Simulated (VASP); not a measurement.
# CdSe (P6_3mc) in VASP: relaxation of cell and atoms with PBE+D3(BJ)

Aim: the relaxation of cell and atoms of CdSe with PBE+D3(BJ).

Everything below comes from runs of VASP 6.6.1. Logs are shortened: lines on timing, memory, paths and dates and some standing lists are left out, and cuts for length are marked.

## Step 1: The cell of the first run

It takes space group P6_3mc (No. 186, hexagonal). Conventional cell: a = 4.383 Å, b = 4.383 Å, c = 7.154 Å, α = 90.00°, β = 90.00°, γ = 120.00°. Within 3.5 Å of Cd (site symmetry 3m) lie 4 Se at 2.68 to 2.69 Å. Se (site symmetry 3m) has 4 Cd at 2.68 to 2.69 Å within 3.5 Å.

## Step 2: Relaxation of cell and atoms, PBE+D3(BJ)

INCAR reads:

```
PREC = Accurate
ENCUT = 600
EDIFF = 1E-6
ISMEAR = 0
SIGMA = 0.02
LREAL = False
LASPH = True
NELM = 100
ALGO = Normal
ISIF = 3
LWAVE = False
LCHARG = False
GGA = PE
IVDW = 12
IBRION = 2
NSW = 70
EDIFFG = -0.005
```

KPOINTS reads:

```
regular mesh
0
Gamma
  12 12 6
```

POSCAR reads:

```
CdSe
1.0
    4.3833795273      0.0000000000      0.0000000000
   -2.1916897636      3.7961180251      0.0000000000
    0.0000000000      0.0000000000      7.1535456852
Cd Se
2 2
Direct
    0.3333333333      0.6666666667      0.0045810803
    0.6666666667      0.3333333333      0.5045810803
    0.3333333333      0.6666666667      0.3804189197
    0.6666666667      0.3333333333      0.8804189197
```

Potentials or basis: VASP PAW PBE potentials, release 64 (Cd, Se).

Started as:

```
$ cat potpaw_PBE.64/Cd/POTCAR potpaw_PBE.64/Se/POTCAR > POTCAR
$ mpirun -np 1 vasp_std > vasp.out
```

OUTCAR:

```text
PREC = Accurate
   ENCUT = 600
   EDIFF = 1E-6
   ISMEAR = 0
   LREAL = False
   LASPH = True
   NELM = 100
   ISIF = 3
   GGA = PE
   IVDW = 12
   IBRION = 2
   NSW = 70
   EDIFFG = -0.005
 IVDW          = 12

 ion  position               nearest neighbor table
   1  0.333  0.667  0.005-   4 2.68   4 2.68   4 2.68   3 2.69
   2  0.667  0.333  0.505-   3 2.68   3 2.68   3 2.68   4 2.69
   3  0.333  0.667  0.380-   2 2.68   2 2.68   2 2.68   1 2.69
   4  0.667  0.333  0.880-   1 2.68   1 2.68   1 2.68   2 2.69

  LATTYP: Found a hexagonal cell.
 ALAT       =     4.3833795273
 C/A-ratio  =     1.6319704102

  Lattice vectors:

 A1 = (   4.3833795273,   0.0000000000,   0.0000000000)
 A2 = (  -2.1916897636,   3.7961180251,   0.0000000000)
 A3 = (   0.0000000000,   0.0000000000,   7.1535456852)

Analysis of symmetry for initial positions (statically):
=====================================================================
 Subroutine PRICEL returns:
 Original cell was already a primitive cell.

 Routine SETGRP: Setting up the symmetry group for a
 hexagonal supercell.

 Subroutine GETGRP returns: Found 12 space group operations
 (whereof  6 operations were pure point group operations)
 out of a pool of 24 trial point group operations.

The static configuration has the point symmetry C_3v.
 The point group associated with its full space group is C_6v.

Analysis of symmetry for dynamics (positions and initial velocities):
=====================================================================
 Subroutine PRICEL returns:
 Original cell was already a primitive cell.

 Routine SETGRP: Setting up the symmetry group for a
 hexagonal supercell.

 Subroutine GETGRP returns: Found 12 space group operations
 (whereof  6 operations were pure point group operations)
 out of a pool of 24 trial point group operations.

The dynamic configuration has the point symmetry C_3v.
 The point group associated with its full space group is C_6v.

 Subroutine INISYM returns: Found 12 space group operations
 (whereof  6 operations are pure point group operations),
 and found     1 'primitive' translations

----------------------------------------------------------------------------------------

                                     Primitive cell

  volume of cell :     119.0338

  direct lattice vectors                    reciprocal lattice vectors
     4.383379527  0.000000000  0.000000000     0.228134478  0.131713502  0.000000000
    -2.191689764  3.796118025  0.000000000     0.000000000  0.263427004  0.000000000
     0.000000000  0.000000000  7.153545685     0.000000000  0.000000000  0.139790818

  length of vectors
     4.383379527  4.383379527  7.153545685     0.263427004  0.263427004  0.139790818

  position of ions in fractional coordinates (direct lattice)
     0.333333333  0.666666667  0.004581080
     0.666666667  0.333333333  0.504581080
     0.333333333  0.666666667  0.380418920
     0.666666667  0.333333333  0.880418920

  ion indices of the primitive-cell ions
   primitive index   ion index
                 1           1
                 2           2
                 3           3
                 4           4

----------------------------------------------------------------------------------------

 KPOINTS: regular mesh

Automatic generation of k-mesh.
 Grid dimensions read from file:
 generate k-points for:   12   12    6

 Generating k-lattice:

  Cartesian coordinates                     Fractional coordinates (reciprocal lattice)
     0.019011206  0.010976125  0.000000000     0.083333333  0.000000000  0.000000000
     0.000000000  0.021952250  0.000000000     0.000000000  0.083333333  0.000000000
     0.000000000  0.000000000  0.023298470     0.000000000  0.000000000  0.166666667

  Length of vectors
     0.021952250  0.021952250  0.023298470

  Shift w.r.t. Gamma in fractional coordinates (k-lattice)
     0.000000000  0.000000000  0.000000000

 Subroutine IBZKPT returns following result:
 ===========================================

 Found     76 irreducible k-points:

 Following reciprocal coordinates:
            Coordinates               Weight
  0.000000  0.000000  0.000000      1.000000
  0.083333  0.000000  0.000000      6.000000
  0.166667  0.000000  0.000000      6.000000
  0.250000  0.000000  0.000000      6.000000
  0.333333  0.000000  0.000000      6.000000
  0.416667  0.000000  0.000000      6.000000
[... 16 lines left out ...]
  0.250000  0.000000  0.166667     12.000000
  0.333333  0.000000  0.166667     12.000000
 [... further k-points ...]
   k-points           NKPTS =     76   k-points in BZ     NKDIM =     76   number of bands    NBANDS=     22
   number of dos      NEDOS =    301   number of ions     NIONS =      4
   total plane-waves  NPLWV =  77760
   dimension x,y,z NGX =    36 NGY =   36 NGZ =   60
   dimension x,y,z NGXF=    72 NGYF=   72 NGZF=  120
   ions per type =               2   2
   NGX,Y,Z   is equivalent  to a cutoff of  13.65, 13.65, 13.94 a.u.
   NGXF,Y,Z  is equivalent  to a cutoff of  27.31, 27.31, 27.89 a.u.
 SYSTEM =  unknown system
   PREC   = accura    normal or accurate (medium, high low for compatibility)
   ISTART =      0    job   : 0-new  1-cont  2-samecut
   ICHARG =      2    charge: 1-file 2-atom 10-const
   ISPIN  =      1    spin polarized calculation?
   LNONCOLLINEAR =      F non collinear calculations
   LSORBIT =      F    spin-orbit coupling
   LASPH  =      T    aspherical Exc in radial PAW
   ENCUT  =  600.0 eV  44.10 Ry    6.64 a.u.   8.75  8.75 14.29*2*pi/ulx,y,z
   NELM   =    100;   NELMIN=  2; NELMDL= -5     # of ELM steps
   EDIFF  = 0.1E-05   stopping-criterion for ELM
   LREAL  =      F    real-space projection
   EDIFFG = -.5E-02   stopping-criterion for IOM
   NSW    =     70    number of steps for IOM
   IBRION =      2    ionic relax: 0-MD 1-quasi-New 2-CG
   NFREE  =      1    steps in history (QN), initial steepest desc. (CG)
   ISIF   =      3    stress and relaxation
   ISYM   =      2    0-nonsym 1-usesym 2-fastsym
   POTIM  = 0.5000    time-step for ionic-motion
   TEBEG  =    0.0;   TEEND  =   0.0 temperature during run
   PSTRESS=    0.0 pullay stress
   NELECT =      36.0000    total number of electrons
   NUPDOWN=      -1.0000    fix difference up-down
   EMIN   =  10.00;   EMAX   =-10.00  energy-range for DOS
   EFERMI =   0.00;   METHOD = LEGACY
   ISMEAR =     0;   SIGMA  =   0.02  broadening in eV -4-tet -1-fermi 0-gaus
   EFERMI_NEDOS =   21; number of points for ismear=-14 and -15
   IALGO  =     38    algorithm
   IMIX   =      4    mixing-type and parameters
     AMIX     =   0.40;   BMIX     =  1.00
     AMIX_MAG =   1.60;   BMIX_MAG =  1.00
  volume/ion in A,a.u.               =      29.76       200.82
  Fermi-wavevector in a.u.,A,eV,Ry     =   1.098885  2.076592 16.429694  1.207548
  Thomas-Fermi vector in A             =   2.235270
   LORBIT       =      0    0 simple, 1 ext, 2 COOP (PROOUT), +10 PAW based schemes
   GGA     = PE    functional components
   LHFCALC =     F    Hartree Fock is set to
   AEXX    =    0.0000 exact exchange contribution
   IVDW    =    12    specifies the selected vdW correction
   LEPSILON=     F    determine dielectric tensor
   LRPA    =     F    only Hartree local field effects (RPA)
 conjugate gradient relaxation of ions
 non-spin polarized calculation
 Gauss-broadening in eV      SIGMA  =   0.02
  energy-cutoff  :      600.00
  volume of cell :      119.03
 maximum number of plane-waves:      4020
 NGX is ok and might be reduce to    36
   NGX = 17   NGY = 17   NGZ = 29

--------------------------------------- Ionic step        1  -------------------------------------------

 number of electron      36.0000009 magnetization

 Free energy of the ion-electron system (eV)
  ---------------------------------------------------
  ext. energy  EPLUGINS =         0.00000000
  ---------------------------------------------------
  free energy    TOTEN  =       -10.99503803 eV

  energy without entropy =      -10.99503803  energy(sigma->0) =      -10.99503803

------------------------ aborting loop because EDIFF is reached ----------------------------------------

 Edisp (eV)   -1.19494

 E8    (eV) :    -0.5096

  FORCE on cell =-STRESS in cart. coord.  units (eV):
  Direction    XX          YY          ZZ          XY          YZ          ZX
  --------------------------------------------------------------------------------------
  -------------------------------------------------------------------------------------
  Total      -1.23159    -1.23159    -1.21864    -0.00000     0.00000     0.00000
  in kB     -16.57697   -16.57697   -16.40270    -0.00000     0.00000     0.00000
  external pressure =      -16.52 kB  Pullay stress =        0.00 kB
[... 317 lines left out ...]
  energy  without entropy=      -12.2124326542  energy(sigma->0) =      -12.21243265

--------------------------------------- Ionic step        9  -------------------------------------------

 number of electron      35.9999995 magnetization

 Free energy of the ion-electron system (eV)
  ---------------------------------------------------
  ext. energy  EPLUGINS =         0.00000000
  ---------------------------------------------------
  free energy    TOTEN  =       -10.96657007 eV

  energy without entropy =      -10.96657007  energy(sigma->0) =      -10.96657007

 E-fermi :   0.8978     XC(G=0):  -8.7891

 val. band max:        0.7901613938   @ k =   0.0000   0.0000   0.0000
 cond. band min:       1.4096666799   @ k =   0.0000   0.0000   0.0000
 fundamental gap:      0.6195052862
 Fermi energy:         0.8978208869

 k-point     1 :       0.0000    0.0000    0.0000
  band No.  band energies     occupation
      1     -11.7018      2.00000
      2     -11.3428      2.00000
      3      -7.0756      2.00000
      4      -7.0685      2.00000
      5      -7.0685      2.00000
      6      -7.0043      2.00000
[... 574 lines left out ...]
      6      -6.8969      2.00000
[... 14 lines left out ...]
     21       5.9767      0.00000
     22       6.2371      0.00000

 [... further k-points ...]

------------------------ aborting loop because EDIFF is reached ----------------------------------------

 Edisp (eV)   -1.24590

 E8    (eV) :    -0.5324

  FORCE on cell =-STRESS in cart. coord.  units (eV):
  Direction    XX          YY          ZZ          XY          YZ          ZX
  --------------------------------------------------------------------------------------
  -------------------------------------------------------------------------------------
  Total       0.01157     0.01157     0.01462     0.00000     0.00000     0.00000
  in kB       0.16154     0.16154     0.20407     0.00000     0.00000     0.00000
  external pressure =        0.18 kB  Pullay stress =        0.00 kB
[... 19 lines left out ...]
  FREE ENERGIE OF THE ION-ELECTRON SYSTEM (eV)
  ---------------------------------------------------
  free  energy   TOTEN  =       -12.2124703691 eV

  energy  without entropy=      -12.2124703691  energy(sigma->0) =      -12.21247037

 reached required accuracy - stopping structural energy minimisation
```

Run time: 7.1 min. Hardware: 1 thread of Intel Xeon 6975P-C (Granite Rapids), shared host; peak memory 0.43 GiB.

What came out:

| Item | Value |
| --- | --- |
| Free energy | -12.2125 eV |
| Relaxed volume | 28.70 Å³/atom |
| Relaxed cell | a = 4.329 Å, b = 4.329 Å, c = 7.073 Å, α = 90.00°, β = 90.00°, γ = 120.00° |
| Space group after relaxing (to 0.1 Å) | P6_3mc (No. 186) |
| Energy gained by relaxing | 5.6 meV/atom |
| Ionic steps | 9 |
| Pressure after relaxing | 0.0 GPa |
| Largest force after relaxing | 0.003 eV/Å |
| Band gap on the k mesh | 0.62 eV |
| Dispersion energy per atom | -0.311 eV |

Forces in eV/Å, atoms in the order of the input:
```
Cd   0.000  0.000  0.003
Cd   0.000  0.000  0.003
Se   0.000  0.000 -0.003
Se   0.000  0.000 -0.003
```

Step by step:
| step | energy change (eV) | largest force (eV/Å) | pressure (GPa) | volume (Å³) |
| --- | --- | --- | --- | --- |
| 1 | 0.0000 | 0.0037 | -1.65 | 119.03 |
| 2 | -0.0211 | 0.0085 | 0.45 | 113.83 |
| 3 | -0.0225 | 0.0075 | 0.00 | 114.82 |
| 4 | -0.0224 | 0.0074 | -0.04 | 114.91 |
| 5 | -0.0225 | 0.0056 | -0.03 | 114.90 |
| 6 | -0.0225 | 0.0003 | -0.03 | 114.90 |
| 7 | -0.0225 | 0.0021 | -0.02 | 114.83 |
| 8 | -0.0225 | 0.0075 | 0.09 | 114.67 |
| 9 | -0.0225 | 0.0032 | 0.02 | 114.79 |

Final structure:
```
Cd Se
1.0
     4.32888    0.00000    0.00000
    -2.16444    3.74892    0.00000
     0.00000    0.00000    7.07338
Cd Se
2 2
Direct
  0.33333 0.66667 0.00479
  0.66667 0.33333 0.50479
  0.33333 0.66667 0.38021
  0.66667 0.33333 0.88021
```
